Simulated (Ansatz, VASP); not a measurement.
# Os in VASP and in Ansatz

Contents of INCAR:

```
SYSTEM = Os
PREC = Accurate
ENCUT = 520
EDIFF = 1E-7
ISMEAR = -1
SIGMA = 0.1
LREAL = .False.
LASPH = .True.
NELM = 60
ALGO = Normal
ISIF = 2
LWAVE = .False.
LCHARG = .True.
GGA = PE
LELF = .True.
LVHAR = .True.
NBANDS = 10
```

KPOINTS

```
regular mesh
0
Gamma
  17 17 17
  0 0 0
```

Contents of POSCAR:

```
Os
1.0
    0.0000000000      1.7599927068      1.7599927068
    1.7599927068      0.0000000000      1.7599927068
    1.7599927068      1.7599927068      0.0000000000
Os
1
Direct
    0.0000000000      0.0000000000      0.0000000000
```

Input for Ansatz:

```yaml
crystal:
  lattice:
    - [0.0, 1.7599927068, 1.7599927068]
    - [1.7599927068, 0.0, 1.7599927068]
    - [1.7599927068, 1.7599927068, 0.0]
  atoms:
    - { symbol: Os, position: [0.0, 0.0, 0.0] }
kpoints:
  mp_grid: { grid: [17, 17, 17] }
scf:
  occupations: { method: fermi_dirac, width: 0.1 }
hamiltonian:
  xc: pbe
  pseudopotentials: { kind: all_electron, lapw: { basis_error: 0.001 } }
output:
  forces: true
  stress: true
  eigenvalues: true
  populations: true
```

Change from the starting cell: volume scaled by 0.76, LAPW.

Alike in both runs: task single point; functional PBE; k mesh 17 × 17 × 17; occupations fermi-dirac, width 0.1 eV; no spin polarisation.

|  | VASP | Ansatz |
| --- | --- | --- |
| version | VASP 6.6.1 | Ansatz 0.2.0 |
| potentials or method | VASP PAW PBE potentials, release 64 (Os), cutoff 520 eV | all-electron LAPW, scalar-relativistic |

```tsv
	VASP	Ansatz	Ansatz less VASP
pressure (GPa)	210.5	201.8	-8.78
```

Both programs put the cell under a high pressure, so it lies far from rest at this level. Ansatz ran all-electron here, and VASP with PAW potentials.

Neither program's run includes spin-orbit coupling. Noted on VASP's run: the cell as given lies far from equilibrium.
